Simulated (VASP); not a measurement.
# Ni2Cl in VASP: notebook

Ni2Cl is run at these levels: PBE; tasks: single point, relaxation of cell and atoms.

Everything below comes from runs of VASP 6.6.1. Logs are shortened: lines on timing, memory, paths and dates and some standing lists are left out, and cuts for length are marked.

## (1) The cell of the first run

The cell holds a slab with vacuum, 3 atoms: a = 2.530 Å, b = 2.530 Å, c = 11.745 Å, α = 90.00°, β = 90.00°, γ = 120.00°.

The cell was generated, and may not be a known phase.

## (2) Single point, PBE, collinear spin, ferromagnetic start

The input, INCAR:

```
SYSTEM = Ni2Cl
PREC = Accurate
ENCUT = 520
EDIFF = 1E-7
ISMEAR = 0
SIGMA = 0.1
LREAL = .False.
LASPH = .True.
NELM = 150
ALGO = Normal
ISIF = 2
LWAVE = .False.
LCHARG = .False.
ISPIN = 2
MAGMOM = 2 2 0
LORBIT = 11
LMAXMIX = 4
GGA = PE
NBANDS = 24
```

The input, KPOINTS:

```
Automatic mesh
0
Gamma
  6 6 2
  0 0 0
```

The input, POSCAR:

```
Ni2Cl
1.0
    2.5298419700      0.0000000000      0.0000000000
   -1.2649209800      2.1909074100      0.0000000000
    0.0000000000      0.0000000000     11.7452964400
Ni Cl
2 1
Direct
    0.6666666700      0.3333333300      0.9195651400
    0.3333333300      0.6666666700      0.0804348600
    0.0000000000      0.0000000000      0.0000000000
```

Potentials or basis: VASP PAW PBE potentials, release 64 (Ni, Cl).

On the command line:

```bash
cat potpaw_PBE.64/Ni/POTCAR potpaw_PBE.64/Cl/POTCAR > POTCAR
mpirun -np 1 vasp_std > vasp.out
```

OUTCAR:

```text
SYSTEM = Ni2Cl
   PREC = Accurate
   ENCUT = 520
   EDIFF = 1E-7
   ISMEAR = 0
   LREAL = .False.
   LASPH = .True.
   NELM = 150
   ISIF = 2
   ISPIN = 2
   LORBIT = 11
   GGA = PE

 ion  position               nearest neighbor table
   1  0.667  0.333  0.920-   3 1.74   3 1.74   3 1.74   2 2.39   2 2.39   2 2.39
   2  0.333  0.667  0.080-   3 1.74   3 1.74   3 1.74   1 2.39   1 2.39   1 2.39
   3  0.000  0.000  0.000-   1 1.74   2 1.74   2 1.74   1 1.74   1 1.74   2 1.74

  LATTYP: Found a hexagonal cell.
 ALAT       =     2.5298419700
 C/A-ratio  =     4.6426996545

  Lattice vectors:

 A1 = (   2.5298419700,   0.0000000000,   0.0000000000)
 A2 = (  -1.2649209800,   2.1909074100,   0.0000000000)
 A3 = (   0.0000000000,   0.0000000000,  11.7452964400)

Analysis of symmetry for initial positions (statically):
=====================================================================
 Subroutine PRICEL returns:
 Original cell was already a primitive cell.

 Routine SETGRP: Setting up the symmetry group for a
 hexagonal supercell.

 Subroutine GETGRP returns: Found 12 space group operations
 (whereof 12 operations were pure point group operations)
 out of a pool of 24 trial point group operations.

The static configuration has the point symmetry D_3d.

Analysis of symmetry for dynamics (positions and initial velocities):
=====================================================================
 Subroutine PRICEL returns:
 Original cell was already a primitive cell.

 Routine SETGRP: Setting up the symmetry group for a
 hexagonal supercell.

 Subroutine GETGRP returns: Found 12 space group operations
 (whereof 12 operations were pure point group operations)
 out of a pool of 24 trial point group operations.

The dynamic configuration has the point symmetry D_3d.

Analysis of structural, dynamic, and magnetic symmetry:
=====================================================================
 Subroutine PRICEL returns:
 Original cell was already a primitive cell.

 Routine SETGRP: Setting up the symmetry group for a
 hexagonal supercell.

 Subroutine GETGRP returns: Found 12 space group operations
 (whereof 12 operations were pure point group operations)
 out of a pool of 24 trial point group operations.

The overall configuration has the point symmetry D_3d.

 Subroutine INISYM returns: Found 12 space group operations
 (whereof 12 operations are pure point group operations),
 and found     1 'primitive' translations

----------------------------------------------------------------------------------------

                                     Primitive cell

  volume of cell :      65.1001

  direct lattice vectors                    reciprocal lattice vectors
     2.529841970  0.000000000  0.000000000     0.395281607  0.228215942  0.000000000
    -1.264920980  2.190907410  0.000000000     0.000000000  0.456431885  0.000000000
     0.000000000  0.000000000 11.745296440     0.000000000  0.000000000  0.085140465

  length of vectors
     2.529841970  2.529841964 11.745296440     0.456431884  0.456431885  0.085140465

  position of ions in fractional coordinates (direct lattice)
     0.666666670  0.333333330  0.919565140
     0.333333330  0.666666670  0.080434860
     0.000000000  0.000000000  0.000000000

  ion indices of the primitive-cell ions
   primitive index   ion index
                 1           1
                 2           2
                 3           3

----------------------------------------------------------------------------------------

 KPOINTS: Automatic mesh

Automatic generation of k-mesh.
 Grid dimensions read from file:
 generate k-points for:    6    6    2

 Generating k-lattice:

  Cartesian coordinates                     Fractional coordinates (reciprocal lattice)
     0.065880268  0.038035990  0.000000000     0.166666667 -0.000000000  0.000000000
     0.000000000  0.076071981  0.000000000     0.000000000  0.166666667  0.000000000
     0.000000000  0.000000000  0.042570232     0.000000000  0.000000000  0.500000000

  Length of vectors
     0.076071981  0.076071981  0.042570232

  Shift w.r.t. Gamma in fractional coordinates (k-lattice)
     0.000000000  0.000000000  0.000000000

 Subroutine IBZKPT returns following result:
 ===========================================

 Found     14 irreducible k-points:

 Following reciprocal coordinates:
            Coordinates               Weight
  0.000000  0.000000  0.000000      1.000000
  0.166667 -0.000000  0.000000      6.000000
  0.333333  0.000000  0.000000      6.000000
  0.500000  0.000000  0.000000      3.000000
  0.166667  0.166667  0.000000      6.000000
  0.333333  0.166667  0.000000     12.000000
  0.333333  0.333333  0.000000      2.000000
  0.000000  0.000000  0.500000      1.000000
  0.166667 -0.000000  0.500000      6.000000
  0.333333  0.000000  0.500000      6.000000
  0.500000  0.000000  0.500000      3.000000
  0.166667  0.166667  0.500000      6.000000
  0.333333  0.166667  0.500000     12.000000
  0.333333  0.333333  0.500000      2.000000
   k-points           NKPTS =     14   k-points in BZ     NKDIM =     14   number of bands    NBANDS=     24
   number of dos      NEDOS =    301   number of ions     NIONS =      3
   total plane-waves  NPLWV =  36000
   dimension x,y,z NGX =    20 NGY =   20 NGZ =   90
   dimension x,y,z NGXF=    40 NGYF=   40 NGZF=  180
   ions per type =               2   1
   NGX,Y,Z   is equivalent  to a cutoff of  13.14, 13.14, 12.74 a.u.
   NGXF,Y,Z  is equivalent  to a cutoff of  26.29, 26.29, 25.48 a.u.
 SYSTEM =  Ni2Cl
   PREC   = accura    normal or accurate (medium, high low for compatibility)
   ISTART =      0    job   : 0-new  1-cont  2-samecut
   ICHARG =      2    charge: 1-file 2-atom 10-const
   ISPIN  =      2    spin polarized calculation?
   LNONCOLLINEAR =      F non collinear calculations
   LSORBIT =      F    spin-orbit coupling
   LASPH  =      T    aspherical Exc in radial PAW
   ENCUT  =  520.0 eV  38.22 Ry    6.18 a.u.   4.70  4.70 21.84*2*pi/ulx,y,z
   NELM   =    150;   NELMIN=  2; NELMDL= -5     # of ELM steps
   EDIFF  = 0.1E-06   stopping-criterion for ELM
   LREAL  =      F    real-space projection
   EDIFFG = 0.1E-05   stopping-criterion for IOM
   NSW    =      0    number of steps for IOM
   IBRION =     -1    ionic relax: 0-MD 1-quasi-New 2-CG
   NFREE  =      0    steps in history (QN), initial steepest desc. (CG)
   ISIF   =      2    stress and relaxation
   ISYM   =      2    0-nonsym 1-usesym 2-fastsym
   POTIM  = 0.5000    time-step for ionic-motion
   TEBEG  =    0.0;   TEEND  =   0.0 temperature during run
   PSTRESS=    0.0 pullay stress
   NELECT =      27.0000    total number of electrons
   NUPDOWN=      -1.0000    fix difference up-down
   EMIN   =  10.00;   EMAX   =-10.00  energy-range for DOS
   EFERMI =   0.00;   METHOD = LEGACY
   ISMEAR =     0;   SIGMA  =   0.10  broadening in eV -4-tet -1-fermi 0-gaus
   EFERMI_NEDOS =   21; number of points for ismear=-14 and -15
   IALGO  =     38    algorithm
   IMIX   =      4    mixing-type and parameters
     AMIX     =   0.40;   BMIX     =  1.00
     AMIX_MAG =   1.60;   BMIX_MAG =  1.00
  volume/ion in A,a.u.               =      21.70       146.44
  Fermi-wavevector in a.u.,A,eV,Ry     =   1.220869  2.307107 20.279760  1.490520
  Thomas-Fermi vector in A             =   2.356071
   LORBIT       =     11    0 simple, 1 ext, 2 COOP (PROOUT), +10 PAW based schemes
   GGA     = PE    functional components
   LHFCALC =     F    Hartree Fock is set to
   AEXX    =    0.0000 exact exchange contribution
   IVDW    =     0    specifies the selected vdW correction
   LEPSILON=     F    determine dielectric tensor
   LRPA    =     F    only Hartree local field effects (RPA)
 spin polarized calculation
 Gauss-broadening in eV      SIGMA  =   0.10
  energy-cutoff  :      520.00
  volume of cell :       65.10
 maximum number of plane-waves:      1783
 NGX is ok and might be reduce to    20
   NGX =  9   NGY =  9   NGZ = 43

 number of electron      27.0000006 magnetization       0.0001153

 number of electron      27.0000006 magnetization      -0.0000302

 Free energy of the ion-electron system (eV)
  ---------------------------------------------------
  ext. energy  EPLUGINS =         0.00000000
  ---------------------------------------------------
  free energy    TOTEN  =         5.66818008 eV

  energy without entropy =        5.67675023  energy(sigma->0) =        5.67246516

 E-fermi :   4.0193     XC(G=0):  -6.7481

 val. band max:        3.9888959184   @ k =   0.1667   0.1667   0.0000
 cond. band min:       4.3691102878   @ k =   0.5000   0.0000   0.0000
 fundamental gap:      0.3802143694
 Fermi energy:         4.0192556775

 spin component 1

 k-point     1 :       0.0000    0.0000    0.0000
  band No.  band energies     occupation
      1     -22.7776      1.00000
      2     -11.4889      1.00000
      3      -7.6396      1.00000
      4      -7.6396      1.00000
      5      -3.2161      1.00000
      6      -3.0074      1.00000
[... 16 lines left out ...]
     23      15.5429      0.00000
     24      18.3862      0.00000

 k-point     2 :       0.1667   -0.0000    0.0000
  band No.  band energies     occupation
      1     -22.2000      1.00000
      2     -10.8417      1.00000
      3      -9.1151      1.00000
      4      -7.8516      1.00000
      5      -3.8187      1.00000
      6      -2.7737      1.00000
[... 16 lines left out ...]
     23      15.6737      0.00000
     24      17.5518      0.00000

 k-point     3 :       0.3333    0.0000    0.0000
  band No.  band energies     occupation
      1     -20.7638      1.00000
      2     -11.8088      1.00000
      3      -9.5000      1.00000
      4      -8.2688      1.00000
      5      -5.2118      1.00000
      6      -1.9928      1.00000
[... 16 lines left out ...]
     23      15.5816      0.00000
     24      17.7887      0.00000
[... 244 lines left out ...]
 k-point    13 :       0.3333    0.1667    0.5000
  band No.  band energies     occupation
      1     -19.8338      1.00000
      2     -12.5536      1.00000
      3      -9.8182      1.00000
      4      -8.8403      1.00000
      5      -4.4289      1.00000
      6      -2.2449      1.00000
[... 16 lines left out ...]
     23      16.4530      0.00000
     24      17.3750      0.00000

 k-point    14 :       0.3333    0.3333    0.5000
  band No.  band energies     occupation
      1     -19.3177      1.00000
      2     -11.7992      1.00000
      3     -11.7992      1.00000
      4      -8.6009      1.00000
      5      -2.5716      1.00000
      6      -2.5507      1.00000
[... 16 lines left out ...]
     23      17.1229      0.00000
     24      17.1229      0.00000
 Fermi energy:         4.0192556775

 spin component 2

 k-point     1 :       0.0000    0.0000    0.0000
  band No.  band energies     occupation
      1     -22.7776      1.00000
      2     -11.4889      1.00000
      3      -7.6396      1.00000
      4      -7.6396      1.00000
      5      -3.2161      1.00000
      6      -3.0074      1.00000
[... 16 lines left out ...]
     23      15.5419      0.00000
     24      18.3846      0.00000

 k-point     2 :       0.1667   -0.0000    0.0000
  band No.  band energies     occupation
      1     -22.2000      1.00000
      2     -10.8417      1.00000
      3      -9.1151      1.00000
      4      -7.8516      1.00000
      5      -3.8187      1.00000
      6      -2.7737      1.00000
[... 16 lines left out ...]
     23      15.6732      0.00000
     24      17.5509      0.00000

 k-point     3 :       0.3333    0.0000    0.0000
  band No.  band energies     occupation
      1     -20.7638      1.00000
      2     -11.8088      1.00000
      3      -9.5000      1.00000
      4      -8.2688      1.00000
      5      -5.2118      1.00000
      6      -1.9928      1.00000
[... 16 lines left out ...]
     23      15.5807      0.00000
     24      17.7884      0.00000
[... 244 lines left out ...]
 k-point    13 :       0.3333    0.1667    0.5000
  band No.  band energies     occupation
      1     -19.8338      1.00000
      2     -12.5536      1.00000
      3      -9.8182      1.00000
      4      -8.8403      1.00000
      5      -4.4289      1.00000
      6      -2.2449      1.00000
[... 16 lines left out ...]
     23      16.4526      0.00000
     24      17.3747      0.00000

 k-point    14 :       0.3333    0.3333    0.5000
  band No.  band energies     occupation
      1     -19.3177      1.00000
      2     -11.7992      1.00000
      3     -11.7992      1.00000
      4      -8.6009      1.00000
      5      -2.5716      1.00000
      6      -2.5507      1.00000
[... 16 lines left out ...]
     23      17.1225      0.00000
     24      17.1225      0.00000

------------------------ aborting loop because EDIFF is reached ----------------------------------------

  FORCE on cell =-STRESS in cart. coord.  units (eV):
  Direction    XX          YY          ZZ          XY          YZ          ZX
  --------------------------------------------------------------------------------------
  -------------------------------------------------------------------------------------
  Total       59.9299838     59.9299836     43.0808853      0.0000001      0.0000000      0.0000000
  in kB     1474.9365655   1474.9365607   1060.2634782      0.0000034      0.0000000      0.0000000
  external PRESSURE =    1336.7122015 kB  Pullay stress =       0.0000000 kB

 VOLUME and BASIS-vectors are now :
 -----------------------------------------------------------------------------
  energy-cutoff  :      520.00
  volume of cell :       65.10
      direct lattice vectors                 reciprocal lattice vectors
     2.529841970  0.000000000  0.000000000     0.395281607  0.228215942  0.000000000
    -1.264920980  2.190907410  0.000000000     0.000000000  0.456431885  0.000000000
     0.000000000  0.000000000 11.745296440     0.000000000  0.000000000  0.085140465

 POSITION                                       TOTAL-FORCE (eV/Angst)
 -----------------------------------------------------------------------------------
      1.26492      0.73030     10.80057        -0.000000     -0.000000    -22.815907
     -0.00000      1.46060      0.94473         0.000000      0.000000     22.815907
      0.00000      0.00000      0.00000         0.000000      0.000000     -0.000000
 -----------------------------------------------------------------------------------
    total drift:                               -0.000000     -0.000000     -0.000000

  FREE ENERGIE OF THE ION-ELECTRON SYSTEM (eV)
  ---------------------------------------------------
  free  energy   TOTEN  =         5.6681800846 eV

  energy  without entropy=        5.6767502307  energy(sigma->0) =        5.67246516

 total charge

# of ion       s       p       d       tot
------------------------------------------
    1        0.750   1.266   9.353  11.369
    2        0.750   1.266   9.353  11.369
    3        1.656   3.950   0.000   5.606
--------------------------------------------------
tot          3.156   6.482  18.705  28.343

 magnetization (x)

# of ion       s       p       d       tot
------------------------------------------
    1       -0.000  -0.000  -0.000  -0.000
    2       -0.000  -0.000  -0.000  -0.000
    3       -0.000  -0.000   0.000  -0.000
--------------------------------------------------
tot         -0.000  -0.000  -0.000  -0.000
```

It took 82 s on 1 thread of Oxide Virtual Turin-like, shared host; peak memory 0.18 GiB.

What came out:

| Item | Value |
| --- | --- |
| Free energy | 5.6682 eV |
| Largest force | 22.816 eV/Å |
| Net moment | 0.00 μB per cell |

Forces in eV/Å, atoms in the order of the input:
```
Ni    0.000   0.000 -22.816
Ni    0.000   0.000  22.816
Cl    0.000   0.000   0.000
```

Levels at points of the mesh, in eV from the Fermi level:
Spin up:
| k point | band 11 | band 12 | band 13 | band 14 | band 15 | band 16 |
| --- | --- | --- | --- | --- | --- | --- |
| (0.00, 0.00, 0.00) | -3.95 | -3.82 | -2.94 | 0.48 | 2.39 | 2.39 |
| (0.50, 0.00, 0.00) | -3.46 | -3.38 | -2.63 | 0.35 | 1.54 | 5.27 |
| (0.00, 0.00, 0.50) | -3.95 | -3.82 | -2.94 | 0.46 | 2.39 | 2.39 |
| (0.50, 0.00, 0.50) | -3.46 | -3.38 | -2.63 | 0.35 | 1.54 | 5.27 |
Spin down:
| k point | band 9 | band 10 | band 11 | band 12 | band 13 | band 14 | band 15 | band 16 | band 17 | band 18 |
| --- | --- | --- | --- | --- | --- | --- | --- | --- | --- | --- |
| (0.00, 0.00, 0.00) | -6.28 | -3.95 | -3.95 | -3.82 | -2.94 | 0.48 | 2.39 | 2.39 | 3.66 | 5.48 |
| (0.50, 0.00, 0.00) | -4.08 | -3.79 | -3.46 | -3.38 | -2.63 | 0.35 | 1.54 | 5.27 | 5.45 | 6.67 |
| (0.00, 0.00, 0.50) | -6.28 | -3.95 | -3.95 | -3.82 | -2.94 | 0.46 | 2.39 | 2.39 | 3.99 | 4.83 |
| (0.50, 0.00, 0.50) | -4.08 | -3.79 | -3.46 | -3.38 | -2.63 | 0.35 | 1.54 | 5.27 | 5.45 | 6.67 |

Caveat: the k points lie up to 0.48 Å⁻¹ apart; there is no dipole correction, which matters where the two faces differ; the moments typed at the start vanished in this run.

## (3) Single point, PBE, collinear spin, ferromagnetic start

This run uses another cell than the first one.

The input, INCAR:

```
SYSTEM = Ni2Cl
PREC = Accurate
ENCUT = 520
EDIFF = 1E-7
ISMEAR = 0
SIGMA = 0.1
LREAL = .FALSE.
LASPH = .TRUE.
NELM = 150
ALGO = Normal
ISIF = 2
LWAVE = .FALSE.
LCHARG = .FALSE.
ISPIN = 2
MAGMOM = 2 2 0
LORBIT = 11
LMAXMIX = 4
GGA = PE
NBANDS = 24
```

The input, KPOINTS:

```
Automatic mesh
0
G
  6 6 2
  0 0 0
```

The input, POSCAR:

```
Ni2Cl
1.0
    2.8879099899     -0.0000000033      0.0000000000
   -1.4439549921      2.5010034167      0.0000000000
    0.0000000000      0.0000000000      9.8111468113
Ni Cl
2 1
Direct
    0.6666666667      0.3333333333      0.8226015847
    0.3333333333      0.6666666667      0.1773984153
    0.0000000000      0.0000000000      0.0000000000
```

Potentials or basis: VASP PAW PBE potentials, release 64 (Ni, Cl).

On the command line:

```bash
cat potpaw_PBE.64/Ni/POTCAR potpaw_PBE.64/Cl/POTCAR > POTCAR
mpirun -np 1 vasp_std > vasp.out
```

It took 93 s on 1 thread of Oxide Virtual Turin-like, shared host; peak memory 0.21 GiB.

The run converged. Its results:

```yaml
Free_energy: -9.8283 eV
Pressure: 0.0 GPa
Net_moment: 1.43 μB per cell
Site_moments: Ni +0.69; Cl +0.15 μB
Valence_electrons_inside_the_program's_atomic_spheres: Ni 8.96; Cl 5.08
```

Levels at points of the mesh, in eV from the Fermi level:
Spin up:
| k point | band 10 | band 11 | band 12 | band 13 | band 14 | band 15 | band 16 | band 17 | band 18 | band 19 |
| --- | --- | --- | --- | --- | --- | --- | --- | --- | --- | --- |
| (0.00, 0.00, 0.00) | -1.24 | -1.23 | -1.23 | -1.14 | -0.51 | -0.28 | -0.28 | 3.88 | 7.73 | 7.92 |
| (0.50, 0.00, 0.00) | -1.14 | -0.69 | -0.68 | -0.67 | -0.39 | 1.74 | 3.36 | 4.38 | 5.12 | 6.36 |
| (0.00, 0.00, 0.50) | -1.24 | -1.23 | -1.23 | -1.03 | -0.73 | -0.28 | -0.28 | 4.97 | 5.49 | 8.41 |
| (0.50, 0.00, 0.50) | -1.14 | -0.69 | -0.68 | -0.66 | -0.39 | 1.74 | 3.38 | 4.48 | 5.02 | 6.26 |
Spin down:
```csv
k point,band 11,band 12,band 13,band 14,band 15,band 16
"(0.00, 0.00, 0.00)",-0.70,-0.47,-0.47,-0.43,0.48,0.48
"(0.50, 0.00, 0.00)",-0.09,-0.04,0.03,0.44,1.76,3.49
"(0.00, 0.00, 0.50)",-0.70,-0.64,-0.47,-0.47,0.48,0.48
"(0.50, 0.00, 0.50)",-0.08,-0.04,0.03,0.44,1.77,3.51
```

Caveat: the k points lie up to 0.42 Å⁻¹ apart.

(Continued in part 2 of 2.)
